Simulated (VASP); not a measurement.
# InAs (Fm-3m) in VASP: settings compared, part 2 of 2

VASP 6.6.1. The steps go on from the part before.

### 4 Relaxation of cell and atoms, revPBE

This run uses another cell than the first one, of 23.82 Å³/atom, 0.924 times its volume.

INCAR

```
SYSTEM = InAs
PREC     = Accurate       ! precision mode
ENCUT    = 600            ! plane-wave cutoff, eV
EDIFF    = 1E-7           ! SCF threshold, eV
ISMEAR   = -1             ! smearing method
SIGMA    = 0.05           ! smearing width, eV
LREAL    = .FALSE.        ! projectors in reciprocal space
LASPH    = .TRUE.         ! aspherical terms in the spheres
NELM     = 80             ! most SCF steps
ALGO     = Normal         ! electronic algorithm
ISIF     = 3              ! what is computed and relaxed
LWAVE    = .FALSE.        ! write WAVECAR
LCHARG   = .FALSE.        ! write CHGCAR
GGA      = RE             ! functional
IBRION   = 2              ! ionic algorithm
NSW      = 60             ! ionic steps
EDIFFG   = -0.01          ! ionic threshold
```

KPOINTS

```
regular mesh
0
G
  8 8 8
  0 0 0
```

POSCAR

```
InAs
1.0
    0.0000000000      2.8773040000      2.8773040000
    2.8773040000      0.0000000000      2.8773040000
    2.8773040000      2.8773040000      0.0000000000
In As
1 1
Direct
    0.5000000000      0.5000000000      0.5000000000
    0.0000000000      0.0000000000      0.0000000000
```

Potentials or basis: VASP PAW PBE potentials, release 64 (In_d, As).

Command:

```bash
$ cat potpaw_PBE.64/In_d/POTCAR potpaw_PBE.64/As/POTCAR > POTCAR
$ mpirun -np 1 vasp_std > vasp.out
```

OUTCAR:

```text
SYSTEM = InAs
   PREC = Accurate
   ENCUT = 600
   EDIFF = 1E-7
   ISMEAR = -1
   LREAL = .FALSE.
   LASPH = .TRUE.
   NELM = 80
   ISIF = 3
   GGA = RE
   IBRION = 2
   NSW = 60
   EDIFFG = -0.01

 ion  position               nearest neighbor table
   1  0.500  0.500  0.500-   2 2.88   2 2.88   2 2.88   2 2.88   2 2.88   2 2.88
   2  0.000  0.000  0.000-   1 2.88   1 2.88   1 2.88   1 2.88   1 2.88   1 2.88

  LATTYP: Found a face centered cubic cell.
 ALAT       =     5.7546080000

  Lattice vectors:

 A1 = (   0.0000000000,   2.8773040000,   2.8773040000)
 A2 = (   2.8773040000,   0.0000000000,   2.8773040000)
 A3 = (   2.8773040000,   2.8773040000,   0.0000000000)

Analysis of symmetry for initial positions (statically):
=====================================================================
 Subroutine PRICEL returns:
 Original cell was already a primitive cell.

 Routine SETGRP: Setting up the symmetry group for a
 face centered cubic supercell.

 Subroutine GETGRP returns: Found 48 space group operations
 (whereof 48 operations were pure point group operations)
 out of a pool of 48 trial point group operations.

The static configuration has the point symmetry O_h .

Analysis of symmetry for dynamics (positions and initial velocities):
=====================================================================
 Subroutine PRICEL returns:
 Original cell was already a primitive cell.

 Routine SETGRP: Setting up the symmetry group for a
 face centered cubic supercell.

 Subroutine GETGRP returns: Found 48 space group operations
[... 149 lines left out ...]
  ---------------------------------------------------
  free energy    TOTEN  =        -6.68500774 eV

  energy without entropy =       -6.67279052  energy(sigma->0) =       -6.67889913

 E-fermi :   6.0158     XC(G=0): -10.0315

 val. band max:        5.9571810634   @ k =   0.3750   0.2500   0.0000
 cond. band min:       6.0375876612   @ k =  -0.3750   0.1250   0.0000
 fundamental gap:      0.0804065978
 Fermi energy:         6.0157909091

 k-point     1 :       0.0000    0.0000    0.0000
  band No.  band energies     occupation
      1      -8.3411      2.00000
      2      -8.3411      2.00000
      3      -8.3223      2.00000
      4      -8.3223      2.00000
      5      -8.3223      2.00000
      6      -6.0793      2.00000
      7       5.4108      1.99999
      8       5.8008      1.97321
      9       5.8008      1.97321
     10       5.8008      1.97321
     11      13.1641      0.00000
     12      13.1641      0.00000
     13      13.1641      0.00000
[... 439 lines left out ...]
--------------------------------------- Ionic step        3  -------------------------------------------

 number of electron      18.0000002 magnetization

 Free energy of the ion-electron system (eV)
  ---------------------------------------------------
  ext. energy  EPLUGINS =         0.00000000
  ---------------------------------------------------
  free energy    TOTEN  =        -6.68903879 eV

  energy without entropy =       -6.67677332  energy(sigma->0) =       -6.68290605

 E-fermi :   5.7808     XC(G=0):  -9.9334

 val. band max:        5.7137923304   @ k =   0.3750   0.2500   0.0000
 cond. band min:       5.8064826661   @ k =  -0.3750   0.1250   0.0000
 fundamental gap:      0.0926903357
 Fermi energy:         5.7807601204

 k-point     1 :       0.0000    0.0000    0.0000
  band No.  band energies     occupation
      1      -8.5489      2.00000
      2      -8.5489      2.00000
      3      -8.5313      2.00000
      4      -8.5313      2.00000
      5      -8.5313      2.00000
      6      -6.1713      2.00000
      7       5.0345      2.00000
      8       5.5797      1.96476
      9       5.5797      1.96476
     10       5.5797      1.96475
     11      12.9141      0.00000
     12      12.9141      0.00000
     13      12.9141      0.00000
[... 397 lines left out ...]
  FREE ENERGIE OF THE ION-ELECTRON SYSTEM (eV)
  ---------------------------------------------------
  free  energy   TOTEN  =        -6.6890387867 eV

  energy  without entropy=       -6.6767733173  energy(sigma->0) =       -6.68290605

 reached required accuracy - stopping structural energy minimisation
```

OSZICAR:

```text
N       E                     dE             d eps       ncg     rms          rms(c)
DAV:   1     0.108261103801E+03    0.10826E+03   -0.98241E+03   759   0.178E+03
DAV:   2    -0.136469013148E+00   -0.10840E+03   -0.10561E+03   779   0.348E+02
DAV:   3    -0.670062256831E+01   -0.65642E+01   -0.62947E+01   994   0.832E+01
DAV:   4    -0.685230633076E+01   -0.15168E+00   -0.15008E+00   817   0.133E+01
[... 28 lines left out ...]
DAV:   5    -0.668903548741E+01   -0.78443E-06   -0.10277E-05   988   0.405E-02    0.241E-02
DAV:   6    -0.668903982243E+01   -0.43350E-05   -0.45726E-06  1079   0.244E-02    0.443E-03
DAV:   7    -0.668903909941E+01    0.72301E-06   -0.33899E-07   829   0.661E-03    0.153E-03
DAV:   8    -0.668903882800E+01    0.27141E-06   -0.32234E-08   392   0.265E-03    0.219E-04
DAV:   9    -0.668903878667E+01    0.41331E-07   -0.38493E-09   392   0.792E-04
   3 F= -.66890388E+01 E0= -.66829061E+01  d E =-.403105E-02
```

CONTCAR:

```text
InAs
   1.00000000000000
     0.0000000000000000    2.8978211204866402    2.8978211204866402
     2.8978211204866402    0.0000000000000000    2.8978211204866402
     2.8978211204866402    2.8978211204866402    0.0000000000000000
  In              As
     1     1
Direct
     0.5000000000000000    0.5000000000000000    0.5000000000000000
     0.0000000000000000    0.0000000000000000    0.0000000000000000

  0.00000000E+00  0.00000000E+00  0.00000000E+00
  0.00000000E+00  0.00000000E+00  0.00000000E+00
```

Run time: 30 s. Hardware: 1 thread of Intel Xeon 6975P-C (Granite Rapids), shared host; peak memory 0.22 GiB.

Results:

```
Free energy                            : -6.6890 eV
Relaxed volume                         : 24.33 Å³/atom
Relaxed cell                           : a = 4.098 Å, b = 4.098 Å, c = 4.098 Å, α = 60.00°, β = 60.00°, γ = 60.00°
Space group after relaxing (to 0.05 Å) : Fm-3m (No. 225)
Energy gained by relaxing              : 2.0 meV/atom
Ionic steps                            : 3
Pressure after relaxing                : 0.0 GPa
Band gap on the k mesh                 : zero (band 9 reaches 6.10 eV, above the bottom of band 10 at 3.61 eV)
```

The path:
| step | energy change (eV) | largest force (eV/Å) | pressure (GPa) | volume (Å³) |
| --- | --- | --- | --- | --- |
| 1 | 0.0000 | 0.0000 | 1.29 | 47.64 |
| 2 | -0.0037 | 0.0000 | -0.35 | 48.97 |
| 3 | -0.0040 | 0.0000 | 0.01 | 48.67 |

Final structure:
```yaml
crystal:
  lattice:
    - [0.00000, 2.89782, 2.89782]
    - [2.89782, 0.00000, 2.89782]
    - [2.89782, 2.89782, 0.00000]
  atoms:
    - { symbol: In, position: [0.50000, 0.50000, 0.50000] }
    - { symbol: As, position: [0.00000, 0.00000, 0.00000] }
```

Levels at points of the mesh, in eV from the Fermi level:
| k point | band 6 | band 7 | band 8 | band 9 | band 10 | band 11 | band 12 | band 13 |
| --- | --- | --- | --- | --- | --- | --- | --- | --- |
| (0.00, 0.00, 0.00) | -11.95 | -0.75 | -0.20 | -0.20 | -0.20 | 7.13 | 7.13 | 7.13 |
| (0.50, 0.00, 0.00) | -10.36 | -6.38 | 0.15 | 0.15 | 2.14 | 3.28 | 3.28 | 4.29 |
| (0.50, 0.50, 0.00) | -9.54 | -4.57 | -2.90 | -2.17 | -2.17 | 3.91 | 9.05 | 9.05 |

Caveat: the PAW data sets were made with another functional, which shifts forces and pressure a little; spin-orbit coupling is left out, which moves the levels of the heavy elements.

### 5 Relaxation of cell and atoms, BLYP

This run uses another cell than the first one, of 23.82 Å³/atom, 0.924 times its volume.

INCAR

```
SYSTEM = InAs
AGGAC = 1.0
AGGAX = 1.0
ALDAC = 0.0
ALDAX = 1.0
ALGO = Normal
EDIFF = 1E-6
EDIFFG = -0.01
ENCUT = 600
GGA = B5
IBRION = 2
ISIF = 3
ISMEAR = -1
LASPH = .True.
LCHARG = .False.
LREAL = .False.
LWAVE = .False.
NELM = 100
NSW = 60
PREC = Accurate
SIGMA = 0.05
```

KPOINTS

```
k-points
0
Gamma
  8 8 8
  0 0 0
```

POSCAR is that of step 4.

Command:

```bash
$ cat potpaw_PBE.64/In_d/POTCAR potpaw_PBE.64/As/POTCAR > POTCAR
$ mpirun -np 1 vasp_std > vasp.out
```

It took 50 s on 1 thread of Intel Xeon 6975P-C (Granite Rapids), shared host; peak memory 0.22 GiB.

It converged, with:

- Free energy: -5.9252 eV
- Relaxed volume: 25.85 Å³/atom
- Relaxed cell: a = 4.182 Å, b = 4.182 Å, c = 4.182 Å, α = 60.00°, β = 60.00°, γ = 60.00°
- Space group after relaxing (to 0.05 Å): Fm-3m (No. 225)
- Energy gained by relaxing: 27.6 meV/atom
- Ionic steps: 3
- Pressure after relaxing: 0.0 GPa
- Band gap on the k mesh: zero (band 9 reaches 5.79 eV, above the bottom of band 10 at 3.54 eV)

The path:
```
step  energy change (eV)  largest force (eV/Å)  pressure (GPa)  volume (Å³)
   1              0.0000                0.0000            4.68        47.64
   2             -0.0531                0.0000           -0.77        52.60
   3             -0.0551                0.0000            0.03        51.70
```

Final structure:
```
CELL_PARAMETERS angstrom
0.00000 2.95683 2.95683
2.95683 0.00000 2.95683
2.95683 2.95683 0.00000
ATOMIC_POSITIONS crystal
In 0.50000 0.50000 0.50000
As 0.00000 0.00000 0.00000
```

Levels at points of the mesh, in eV from the Fermi level:
| k point | band 5 | band 6 | band 7 | band 8 | band 9 | band 10 | band 11 | band 12 | band 13 |
| --- | --- | --- | --- | --- | --- | --- | --- | --- | --- |
| (0.00, 0.00, 0.00) | -14.24 | -11.59 | -1.31 | -0.19 | -0.19 | -0.19 | 7.00 | 7.00 | 7.00 |
| (0.50, 0.00, 0.00) | -14.20 | -10.21 | -6.08 | 0.16 | 0.16 | 2.24 | 3.29 | 3.29 | 3.79 |
| (0.50, 0.50, 0.00) | -14.18 | -9.55 | -4.09 | -3.10 | -1.94 | -1.94 | 4.41 | 8.44 | 8.44 |

Caveat: the PAW data sets were made with another functional, which shifts forces and pressure a little; spin-orbit coupling is left out, which moves the levels of the heavy elements.

### 6 Single point, PBEsol, non-collinear spin, zero start, spin-orbit coupling

This run uses another cell than the first one, of 23.82 Å³/atom, 0.924 times its volume.

INCAR

```
SYSTEM = InAs
PREC     = Accurate       ! precision mode
ENCUT    = 520            ! plane-wave cutoff, eV
EDIFF    = 1E-6           ! SCF threshold, eV
ISMEAR   = -1             ! smearing method
SIGMA    = 0.05           ! smearing width, eV
LREAL    = .False.        ! projectors in reciprocal space
LASPH    = .True.         ! aspherical terms in the spheres
NELM     = 150            ! most SCF steps
ALGO     = Normal         ! electronic algorithm
ISIF     = 2              ! what is computed and relaxed
LWAVE    = .False.        ! write WAVECAR
LCHARG   = .True.         ! write CHGCAR
MAGMOM   = 0 0 0 0 0 0    ! initial moments
LORBIT   = 11             ! projections on sites
LSORBIT  = .True.         ! spin-orbit coupling
GGA_COMPAT= .False.      
LORBMOM  = .True.       
GGA      = PS             ! functional
LVHAR    = .True.       
NBANDS   = 30             ! bands
```

KPOINTS

```
regular mesh
0
Gamma
  6 6 6
  0 0 0
```

POSCAR is that of step 5.

Potentials or basis: VASP PAW PBE potentials, release 64 (In_d, As).

Command:

```bash
$ cat potpaw_PBE.64/In_d/POTCAR potpaw_PBE.64/As/POTCAR > POTCAR
$ mpirun -np 1 vasp_ncl > vasp.out
```

Wall time 25 s (1 thread of Intel Xeon 6975P-C (Granite Rapids), shared host); peak memory 0.28 GiB.

Results (log left out):

* Free energy: -8.2700 eV
* Pressure: -3.3 GPa
* Net moment: 0.00 μB per cell
* Valence electrons inside the program's atomic spheres: In 11.32; As 2.72

Moments on the atoms (μB; x, y, z):
```
In  0.00 0.00 0.00
As  0.00 0.00 0.00
```

Caveat: the PAW data sets were made with another functional, which shifts forces and pressure a little.

### 7 Overview

```tsv
task	level	spin	cell	k mesh	cutoff (eV)	gap on the mesh (eV)	pressure (GPa)	relaxed volume (Å³/atom)
single point	BLYP	off	a = 4.178 Å, angles 60.0°, 2 atoms	8 × 8 × 8	520	none	0.1	-
relaxation of cell and atoms	RPBE	off	relaxed from a = 4.069 Å, angles 60.0°, 2 atoms	8 × 8 × 8	600	none	0.0	24.54
relaxation of cell and atoms	revPBE	off	relaxed from a = 4.069 Å, angles 60.0°, 2 atoms	8 × 8 × 8	600	none	0.0	24.33
relaxation of cell and atoms	BLYP	off	relaxed from a = 4.069 Å, angles 60.0°, 2 atoms	8 × 8 × 8	600	none	0.0	25.85
single point	PBEsol	non-collinear, zero start, SOC	a = 4.069 Å, angles 60.0°, 2 atoms	6 × 6 × 6	520	-	-3.3	-
```

Alike in all rows: potentials or basis VASP PAW PBE potentials, release 64 (In_d, As); smearing fermi-dirac 0.05 eV.

Caveats: the PAW data sets were made with another functional, which shifts forces and pressure a little; spin-orbit coupling is left out, which moves the levels of the heavy elements (some runs).

Absolute energies hang on the potentials; compare differences alone.
